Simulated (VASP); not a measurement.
# GaSe (P6_3/mmc) in VASP: a series of runs

GaSe is run at these levels: LDA; tasks: single point, relaxation of cell and atoms.

Program: VASP 6.6.1. These are calculated values, not measurements. Logs are shortened: lines on timing, memory, paths and dates and some standing lists are left out, and cuts for length are marked.

## 1. The cell of the first run

The structure is hexagonal, space group P6_3/mmc (No. 194). The conventional cell has a = 3.711 Å, b = 3.711 Å, c = 15.746 Å, α = 90.00°, β = 90.00°, γ = 120.00°. Within 3.2 Å of Ga (site symmetry 3m) lie 1 Ga at 2.40 Å and 3 Se at 2.44 Å. Se (site symmetry 3m) has 3 Ga at 2.44 Å within 3.2 Å.

## 2. Single point, LDA

File INCAR:

```
PREC     = Accurate       # precision mode
ENCUT    = 500            # plane-wave cutoff, eV
EDIFF    = 1E-6           # SCF threshold, eV
ISMEAR   = 0              # smearing method
SIGMA    = 0.02           # smearing width, eV
LREAL    = F              # projectors in reciprocal space
LASPH    = T              # aspherical terms in the spheres
NELM     = 120            # most SCF steps
ALGO     = Normal         # electronic algorithm
ISIF     = 2              # what is computed and relaxed
LWAVE    = F              # write WAVECAR
LCHARG   = F              # write CHGCAR
GGA      = CA             # functional
NBANDS   = 48             # bands
GGA_COMPAT= F
```

File KPOINTS:

```
regular mesh
0
Gamma
  9 9 2
```

File POSCAR:

```
GaSe
1.0
    3.7110389289      0.0000000000      0.0000000000
   -1.8555194645      3.2138539868      0.0000000000
    0.0000000000      0.0000000000     15.7464578263
Ga Se
4 4
Direct
    0.3333333333      0.6666666667      0.1736470959
    0.6666666667      0.3333333333      0.6736470959
    0.3333333333      0.6666666667      0.3263529041
    0.6666666667      0.3333333333      0.8263529041
    0.3333333333      0.6666666667      0.5998100021
    0.6666666667      0.3333333333      0.0998100021
    0.3333333333      0.6666666667      0.9001899979
    0.6666666667      0.3333333333      0.4001899979
```

Potentials or basis: VASP PAW LDA potentials, release 64 (Ga_d, Se).

Launch:

```console
cat potpaw_LDA.64/Ga_d/POTCAR potpaw_LDA.64/Se/POTCAR > POTCAR
mpirun -np 1 vasp_std > vasp.out
```

OUTCAR:

```text
PREC = Accurate
   ENCUT = 500
   EDIFF = 1E-6
   ISMEAR = 0
   LREAL = F
   LASPH = T
   NELM = 120
   ISIF = 2
   GGA = CA

 ion  position               nearest neighbor table
   1  0.333  0.667  0.174-   3 2.40   6 2.44   6 2.44   6 2.44
   2  0.667  0.333  0.674-   4 2.40   5 2.44   5 2.44   5 2.44
   3  0.333  0.667  0.326-   1 2.40   8 2.44   8 2.44   8 2.44
   4  0.667  0.333  0.826-   2 2.40   7 2.44   7 2.44   7 2.44
   5  0.333  0.667  0.600-   2 2.44   2 2.44   2 2.44
   6  0.667  0.333  0.100-   1 2.44   1 2.44   1 2.44
   7  0.333  0.667  0.900-   4 2.44   4 2.44   4 2.44
   8  0.667  0.333  0.400-   3 2.44   3 2.44   3 2.44

  LATTYP: Found a hexagonal cell.
 ALAT       =     3.7110389289
 C/A-ratio  =     4.2431400284

  Lattice vectors:

 A1 = (   3.7110389289,   0.0000000000,   0.0000000000)
 A2 = (  -1.8555194645,   3.2138539868,   0.0000000000)
 A3 = (   0.0000000000,   0.0000000000,  15.7464578263)

Analysis of symmetry for initial positions (statically):
=====================================================================
 Subroutine PRICEL returns:
 Original cell was already a primitive cell.

 Routine SETGRP: Setting up the symmetry group for a
 hexagonal supercell.

 Subroutine GETGRP returns: Found 24 space group operations
 (whereof 12 operations were pure point group operations)
 out of a pool of 24 trial point group operations.

The static configuration has the point symmetry D_3d.
 The point group associated with its full space group is D_6h.

Analysis of symmetry for dynamics (positions and initial velocities):
=====================================================================
 Subroutine PRICEL returns:
 Original cell was already a primitive cell.

 Routine SETGRP: Setting up the symmetry group for a
 hexagonal supercell.

 Subroutine GETGRP returns: Found 24 space group operations
 (whereof 12 operations were pure point group operations)
 out of a pool of 24 trial point group operations.

The dynamic configuration has the point symmetry D_3d.
 The point group associated with its full space group is D_6h.

 Subroutine INISYM returns: Found 24 space group operations
 (whereof 12 operations are pure point group operations),
 and found     1 'primitive' translations

----------------------------------------------------------------------------------------

                                     Primitive cell

  volume of cell :     187.8039

  direct lattice vectors                    reciprocal lattice vectors
     3.711038929  0.000000000  0.000000000     0.269466319  0.155576452  0.000000000
    -1.855519464  3.213853987  0.000000000     0.000000000  0.311152904  0.000000000
     0.000000000  0.000000000 15.746457826     0.000000000  0.000000000  0.063506346

  length of vectors
     3.711038929  3.711038929 15.746457826     0.311152904  0.311152904  0.063506346

  position of ions in fractional coordinates (direct lattice)
     0.333333333  0.666666667  0.173647096
     0.666666667  0.333333333  0.673647096
     0.333333333  0.666666667  0.326352904
     0.666666667  0.333333333  0.826352904
     0.333333333  0.666666667  0.599810002
     0.666666667  0.333333333  0.099810002
     0.333333333  0.666666667  0.900189998
     0.666666667  0.333333333  0.400189998

  ion indices of the primitive-cell ions
   primitive index   ion index
                 1           1
                 2           2
                 3           3
                 4           4
                 5           5
                 6           6
                 7           7
                 8           8

----------------------------------------------------------------------------------------

 KPOINTS: regular mesh

Automatic generation of k-mesh.
 Grid dimensions read from file:
 generate k-points for:    9    9    2

 Generating k-lattice:

  Cartesian coordinates                     Fractional coordinates (reciprocal lattice)
     0.029940702  0.017286272  0.000000000     0.111111111  0.000000000  0.000000000
     0.000000000  0.034572545  0.000000000     0.000000000  0.111111111  0.000000000
     0.000000000  0.000000000  0.031753173     0.000000000  0.000000000  0.500000000

  Length of vectors
     0.034572545  0.034572545  0.031753173

  Shift w.r.t. Gamma in fractional coordinates (k-lattice)
     0.000000000  0.000000000  0.000000000

 Subroutine IBZKPT returns following result:
 ===========================================

 Found     24 irreducible k-points:

 Following reciprocal coordinates:
            Coordinates               Weight
  0.000000  0.000000  0.000000      1.000000
  0.111111  0.000000  0.000000      6.000000
  0.222222  0.000000  0.000000      6.000000
  0.333333  0.000000  0.000000      6.000000
  0.444444  0.000000  0.000000      6.000000
  0.111111  0.111111  0.000000      6.000000
[... 16 lines left out ...]
  0.333333  0.222222  0.500000     12.000000
  0.333333  0.333333  0.500000      2.000000
   k-points           NKPTS =     24   k-points in BZ     NKDIM =     24   number of bands    NBANDS=     48
   number of dos      NEDOS =    301   number of ions     NIONS =      8
   total plane-waves  NPLWV =  94080
   dimension x,y,z NGX =    28 NGY =   28 NGZ =  120
   dimension x,y,z NGXF=    56 NGYF=   56 NGZF=  240
   ions per type =               4   4
   NGX,Y,Z   is equivalent  to a cutoff of  12.54, 12.54, 12.67 a.u.
   NGXF,Y,Z  is equivalent  to a cutoff of  25.09, 25.09, 25.34 a.u.
 SYSTEM =  unknown system
   PREC   = accura    normal or accurate (medium, high low for compatibility)
   ISTART =      0    job   : 0-new  1-cont  2-samecut
   ICHARG =      2    charge: 1-file 2-atom 10-const
   ISPIN  =      1    spin polarized calculation?
   LNONCOLLINEAR =      F non collinear calculations
   LSORBIT =      F    spin-orbit coupling
   LASPH  =      T    aspherical Exc in radial PAW
   ENCUT  =  500.0 eV  36.75 Ry    6.06 a.u.   6.77  6.77 28.71*2*pi/ulx,y,z
   NELM   =    120;   NELMIN=  2; NELMDL= -5     # of ELM steps
   EDIFF  = 0.1E-05   stopping-criterion for ELM
   LREAL  =      F    real-space projection
   EDIFFG = 0.1E-04   stopping-criterion for IOM
   NSW    =      0    number of steps for IOM
   IBRION =     -1    ionic relax: 0-MD 1-quasi-New 2-CG
   NFREE  =      0    steps in history (QN), initial steepest desc. (CG)
   ISIF   =      2    stress and relaxation
   ISYM   =      2    0-nonsym 1-usesym 2-fastsym
   POTIM  = 0.5000    time-step for ionic-motion
   TEBEG  =    0.0;   TEEND  =   0.0 temperature during run
   PSTRESS=    0.0 pullay stress
   NELECT =      76.0000    total number of electrons
   NUPDOWN=      -1.0000    fix difference up-down
   EMIN   =  10.00;   EMAX   =-10.00  energy-range for DOS
   EFERMI =   0.00;   METHOD = LEGACY
   ISMEAR =     0;   SIGMA  =   0.02  broadening in eV -4-tet -1-fermi 0-gaus
   EFERMI_NEDOS =   21; number of points for ismear=-14 and -15
   IALGO  =     38    algorithm
   IMIX   =      4    mixing-type and parameters
     AMIX     =   0.40;   BMIX     =  1.00
     AMIX_MAG =   1.60;   BMIX_MAG =  1.00
  volume/ion in A,a.u.               =      23.48       158.42
  Fermi-wavevector in a.u.,A,eV,Ry     =   1.210908  2.288285 19.950201  1.466298
  Thomas-Fermi vector in A             =   2.346440
   LORBIT       =      0    0 simple, 1 ext, 2 COOP (PROOUT), +10 PAW based schemes
   GGA     = CA    functional components
   LHFCALC =     F    Hartree Fock is set to
   AEXX    =    0.0000 exact exchange contribution
   IVDW    =     0    specifies the selected vdW correction
   LEPSILON=     F    determine dielectric tensor
   LRPA    =     F    only Hartree local field effects (RPA)
 non-spin polarized calculation
 Gauss-broadening in eV      SIGMA  =   0.02
  energy-cutoff  :      500.00
  volume of cell :      187.80
 maximum number of plane-waves:      4806
 NGX is ok and might be reduce to    28
   NGX = 13   NGY = 13   NGZ = 57

 number of electron      76.0000014 magnetization

 Free energy of the ion-electron system (eV)
  ---------------------------------------------------
  ext. energy  EPLUGINS =         0.00000000
  ---------------------------------------------------
  free energy    TOTEN  =       -35.40490986 eV

  energy without entropy =      -35.40490986  energy(sigma->0) =      -35.40490986

 E-fermi :   3.8673     XC(G=0):  -9.8139

 val. band max:        3.7551681871   @ k =   0.0000   0.0000   0.0000
 cond. band min:       4.6199896598   @ k =   0.0000   0.0000   0.0000
 fundamental gap:      0.8648214727
 Fermi energy:         3.8673286607

 k-point     1 :       0.0000    0.0000    0.0000
  band No.  band energies     occupation
      1     -11.6810      2.00000
      2     -11.6803      2.00000
      3     -11.5399      2.00000
      4     -11.5399      2.00000
      5     -11.5397      2.00000
      6     -11.5397      2.00000
[... 40 lines left out ...]
     47       8.9674      0.00000
     48       8.9682      0.00000

 k-point     2 :       0.1111    0.0000    0.0000
  band No.  band energies     occupation
      1     -11.6829      2.00000
      2     -11.6814      2.00000
      3     -11.5819      2.00000
      4     -11.5752      2.00000
      5     -11.5384      2.00000
      6     -11.5382      2.00000
[... 40 lines left out ...]
     47       8.5016      0.00000
     48       8.8513      0.00000

 k-point     3 :       0.2222    0.0000    0.0000
  band No.  band energies     occupation
      1     -11.7042      2.00000
      2     -11.6977      2.00000
      3     -11.6317      2.00000
      4     -11.6255      2.00000
      5     -11.6003      2.00000
      6     -11.5870      2.00000
[... 40 lines left out ...]
     47       8.3156      0.00000
     48       8.7021      0.00000

 k-point     4 :       0.3333    0.0000    0.0000
  band No.  band energies     occupation
      1     -11.7473      2.00000
      2     -11.7393      2.00000
      3     -11.6569      2.00000
      4     -11.6464      2.00000
      5     -11.6399      2.00000
      6     -11.6378      2.00000
[... 958 lines left out ...]
     47       8.9663      0.00000
     48       8.9663      0.00000

 k-point    23 :       0.3333    0.2222    0.5000
  band No.  band energies     occupation
      1     -11.7700      2.00000
      2     -11.7700      2.00000
      3     -11.6863      2.00000
      4     -11.6863      2.00000
      5     -11.6377      2.00000
      6     -11.6377      2.00000
[... 40 lines left out ...]
     47       8.9145      0.00000
     48       8.9145      0.00000

 k-point    24 :       0.3333    0.3333    0.5000
  band No.  band energies     occupation
      1     -11.7724      2.00000
      2     -11.7724      2.00000
      3     -11.6909      2.00000
      4     -11.6909      2.00000
      5     -11.6373      2.00000
      6     -11.6373      2.00000
[... 40 lines left out ...]
     47       9.8374      0.00000
     48       9.8374      0.00000

------------------------ aborting loop because EDIFF is reached ----------------------------------------

  FORCE on cell =-STRESS in cart. coord.  units (eV):
  Direction    XX          YY          ZZ          XY          YZ          ZX
  --------------------------------------------------------------------------------------
  -------------------------------------------------------------------------------------
  Total        0.3280628      0.3280628      0.3050777     -0.0000000      0.0000000      0.0000000
  in kB        2.7987434      2.7987434      2.6026549     -0.0000000      0.0000000      0.0000000
  external PRESSURE =       2.7333805 kB  Pullay stress =       0.0000000 kB

 VOLUME and BASIS-vectors are now :
 -----------------------------------------------------------------------------
  energy-cutoff  :      500.00
  volume of cell :      187.80
      direct lattice vectors                 reciprocal lattice vectors
     3.711038929  0.000000000  0.000000000     0.269466319  0.155576452  0.000000000
    -1.855519464  3.213853987  0.000000000     0.000000000  0.311152904  0.000000000
     0.000000000  0.000000000 15.746457826     0.000000000  0.000000000  0.063506346

 POSITION                                       TOTAL-FORCE (eV/Angst)
 -----------------------------------------------------------------------------------
     -0.00000      2.14257      2.73433        -0.000000      0.000000      0.023474
      1.85552      1.07128     10.60756         0.000000     -0.000000      0.023474
     -0.00000      2.14257      5.13890        -0.000000      0.000000     -0.023474
      1.85552      1.07128     13.01213        -0.000000      0.000000     -0.023474
     -0.00000      2.14257      9.44488         0.000000      0.000000     -0.042311
      1.85552      1.07128      1.57165         0.000000     -0.000000     -0.042311
     -0.00000      2.14257     14.17480         0.000000      0.000000      0.042311
      1.85552      1.07128      6.30157        -0.000000     -0.000000      0.042311
 -----------------------------------------------------------------------------------
    total drift:                                0.000000     -0.000000      0.000000

  FREE ENERGIE OF THE ION-ELECTRON SYSTEM (eV)
  ---------------------------------------------------
  free  energy   TOTEN  =       -35.4049098617 eV

  energy  without entropy=      -35.4049098617  energy(sigma->0) =      -35.40490986
```

Wall time 95 s (1 thread of Intel Xeon 6975P-C (Granite Rapids), shared host); peak memory 0.32 GiB.

Results:

```yaml
Free_energy: -35.4049 eV
Pressure: 0.3 GPa
Largest_force: 0.042 eV/Å
Band_gap_on_the_k_mesh: 0.86 eV, direct
```

Forces on the atoms (eV/Å):
```
Ga   0.000  0.000  0.023
Ga   0.000  0.000  0.023
Ga   0.000  0.000 -0.023
Ga   0.000  0.000 -0.023
Se   0.000  0.000 -0.042
Se   0.000  0.000 -0.042
Se   0.000  0.000  0.042
Se   0.000  0.000  0.042
```

A k mesh can miss the band edges. A hybrid or GW would open this gap; LDA tends to underestimate it.

## 3. Relaxation of cell and atoms, LDA

This run uses another cell than the first one, of 24.56 Å³/atom, 1.046 times its volume.

File INCAR:

```
PREC     = Accurate       # precision mode
ENCUT    = 500            # plane-wave cutoff, eV
EDIFF    = 1E-7           # SCF threshold, eV
ISMEAR   = 0              # smearing method
SIGMA    = 0.02           # smearing width, eV
LREAL    = False          # projectors in reciprocal space
LASPH    = True           # aspherical terms in the spheres
NELM     = 120            # most SCF steps
ALGO     = Normal         # electronic algorithm
ISIF     = 3              # what is computed and relaxed
LWAVE    = False          # write WAVECAR
LCHARG   = False          # write CHGCAR
IBRION   = 2              # ionic algorithm
NSW      = 70             # ionic steps
EDIFFG   = -0.005         # ionic threshold
GGA_COMPAT= False        
NELMIN   = 4
```

File KPOINTS:

```
Automatic mesh
0
Gamma
  9 9 2
```

File POSCAR:

```
GaSe
1.0
    3.7694983809      0.0000000000      0.0000000000
   -1.8847491905      3.2644813574      0.0000000000
    0.0000000000      0.0000000000     15.9651750239
Ga Se
4 4
Direct
    0.3333333333      0.6666666667      0.1734826700
    0.6666666667      0.3333333333      0.6734826700
    0.3333333333      0.6666666667      0.3265173300
    0.6666666667      0.3333333333      0.8265173300
    0.3333333333      0.6666666667      0.5996966666
    0.6666666667      0.3333333333      0.0996966666
    0.3333333333      0.6666666667      0.9003033334
    0.6666666667      0.3333333333      0.4003033334
```

Potentials or basis: VASP PAW LDA potentials, release 64 (Ga_d, Se).

Launch:

```console
cat potpaw_LDA.64/Ga_d/POTCAR potpaw_LDA.64/Se/POTCAR > POTCAR
mpirun -np 1 vasp_std > vasp.out
```

Wall time 7.9 min (1 thread of Intel Xeon 6975P-C (Granite Rapids), shared host); peak memory 0.33 GiB.

It converged, with:

| Property | Result |
| --- | --- |
| Free energy | -35.4058 eV |
| Relaxed volume | 23.58 Å³/atom |
| Relaxed cell | a = 3.715 Å, b = 3.715 Å, c = 15.783 Å, α = 90.00°, β = 90.00°, γ = 120.00° |
| Space group after relaxing (to 0.05 Å) | P6_3/mmc (No. 194) |
| Energy gained by relaxing | 8.0 meV/atom |
| Ionic steps | 9 |
| Pressure after relaxing | 0.0 GPa |
| Largest force after relaxing | 0.004 eV/Å |
| Band gap on the k mesh | 0.86 eV, direct |

Forces on the atoms (eV/Å):
```
Ga   0.000  0.000 -0.004
Ga   0.000  0.000 -0.004
Ga   0.000  0.000  0.004
Ga   0.000  0.000  0.004
Se   0.000  0.000 -0.004
Se   0.000  0.000 -0.004
Se   0.000  0.000  0.004
Se   0.000  0.000  0.004
```

The path:
| step | energy change (eV) | largest force (eV/Å) | pressure (GPa) | volume (Å³) |
| --- | --- | --- | --- | --- |
| 1 | 0.0000 | 0.2794 | -2.47 | 196.46 |
| 2 | -0.0442 | 0.2678 | 1.33 | 185.90 |
| 3 | -0.0614 | 0.1438 | -0.10 | 189.44 |
| 4 | -0.0638 | 0.0235 | -0.02 | 188.82 |
| 5 | -0.0638 | 0.0236 | -0.02 | 188.82 |
| 6 | -0.0642 | 0.0134 | -0.01 | 188.70 |
| 7 | -0.0642 | 0.0058 | 0.00 | 188.62 |
| 8 | -0.0642 | 0.0062 | 0.00 | 188.62 |
| 9 | -0.0643 | 0.0044 | -0.01 | 188.62 |

Final structure:
```yaml
crystal:
  lattice:
    - [3.71479, 0.00000, 0.00000]
    - [-1.85739, 3.21710, 0.00000]
    - [0.00000, 0.00000, 15.78333]
  atoms:
    - { symbol: Ga, position: [0.33333, 0.66667, 0.17377] }
    - { symbol: Ga, position: [0.66667, 0.33333, 0.67377] }
    - { symbol: Ga, position: [0.33333, 0.66667, 0.32623] }
    - { symbol: Ga, position: [0.66667, 0.33333, 0.82623] }
    - { symbol: Se, position: [0.33333, 0.66667, 0.59990] }
    - { symbol: Se, position: [0.66667, 0.33333, 0.09990] }
    - { symbol: Se, position: [0.33333, 0.66667, 0.90010] }
    - { symbol: Se, position: [0.66667, 0.33333, 0.40010] }
```

Levels at points of the mesh, in eV from the valence-band top:
| k point | band 34 | band 35 | band 36 | band 37 | band 38 | band 39 | band 40 | band 41 | band 42 | band 43 |
| --- | --- | --- | --- | --- | --- | --- | --- | --- | --- | --- |
| (0.00, 0.00, 0.00) | -1.36 | -1.36 | -1.22 | -1.22 | 0.00 | 0.86 | 1.88 | 2.07 | 2.22 | 3.86 |
| (0.00, 0.00, 0.50) | -1.26 | -1.26 | -1.26 | -0.98 | -0.98 | 1.55 | 1.55 | 2.13 | 2.13 | 3.91 |
